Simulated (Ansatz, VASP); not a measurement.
One calculation of Tl, two programs

```
CELL_PARAMETERS angstrom
0.00000 3.43020 3.43020
3.43020 0.00000 3.43020
3.43020 3.43020 0.00000
ATOMIC_POSITIONS crystal
Tl 0.12500 0.12500 0.12500
Tl 0.87500 0.87500 0.87500
```

Alike in both runs: task single point; functional r2SCAN; k mesh 9 × 9 × 9; occupations fermi-dirac, width 0.1 eV; no spin polarisation.

```csv
,VASP,Ansatz
version,VASP 6.6.1,Ansatz 0.2.0
potentials or method,"VASP PAW PBE potentials, release 64 (Tl_d), cutoff 550 eV","plane waves (500 eV) with PAW, scalar-relativistic"
valence electrons in the cell,26,26
```

|  | VASP | Ansatz | Ansatz less VASP |
| --- | --- | --- | --- |
| pressure (GPa) | 0.8 | 0.8 | +0.01 |

VASP's potentials were made for PBE, not for r2SCAN.

Spin-orbit coupling is off throughout.
